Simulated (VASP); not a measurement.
Set up this calculation in VASP 6.6.1, as the native input.

* Task: single point
* Functional: PBE
* Potentials or basis: VASP PAW PBE potentials, release 64 (Ag, Cl)
* Cutoff: 520 eV
* k mesh: 8 × 8 × 8
* Occupations: fermi-dirac, width 0.02 eV
* Spin: no spin polarisation
* Dipole correction: no
* Further INCAR settings: ALGO = Normal; EDIFF = 1e-07; NBANDS = 16

The structure of AgCl lies in POSCAR:

```
AgCl
1.0
    0.0000000000      2.7731930222      2.7731930222
    2.7731930222      0.0000000000      2.7731930222
    2.7731930222      2.7731930222      0.0000000000
Ag Cl
1 1
Direct
    0.0000000000      0.0000000000      0.0000000000
    0.5000000000      0.5000000000      0.5000000000
```

The input as run:

INCAR

```
SYSTEM = AgCl
PREC     = Accurate       ! precision mode
ENCUT    = 520            ! plane-wave cutoff, eV
EDIFF    = 1E-7           ! SCF threshold, eV
ISMEAR   = -1             ! smearing method
SIGMA    = 0.02           ! smearing width, eV
LREAL    = .FALSE.        ! projectors in reciprocal space
LASPH    = .TRUE.         ! aspherical terms in the spheres
NELM     = 60             ! most SCF steps
ALGO     = Normal         ! electronic algorithm
ISIF     = 2              ! what is computed and relaxed
LWAVE    = .FALSE.        ! write WAVECAR
LCHARG   = .FALSE.        ! write CHGCAR
GGA      = PE             ! functional
NBANDS   = 16             ! bands
```

KPOINTS

```
regular mesh
0
G
  8 8 8
  0 0 0
```

Potentials or basis: VASP PAW PBE potentials, release 64 (Ag, Cl).

The run is started by

```sh
$ cat potpaw_PBE.64/Ag/POTCAR potpaw_PBE.64/Cl/POTCAR > POTCAR
$ mpirun -np 1 vasp_std > vasp.out
```

It gave:

| Quantity | Value |
| --- | --- |
| Pressure | 1.5 GPa |
| Band gap on the k mesh | 0.91 eV, indirect (least direct gap 3.18 eV) |

Wall time 45 s on 1 thread of AMD EPYC 7R13, on a shared host, peak memory 0.15 GiB.
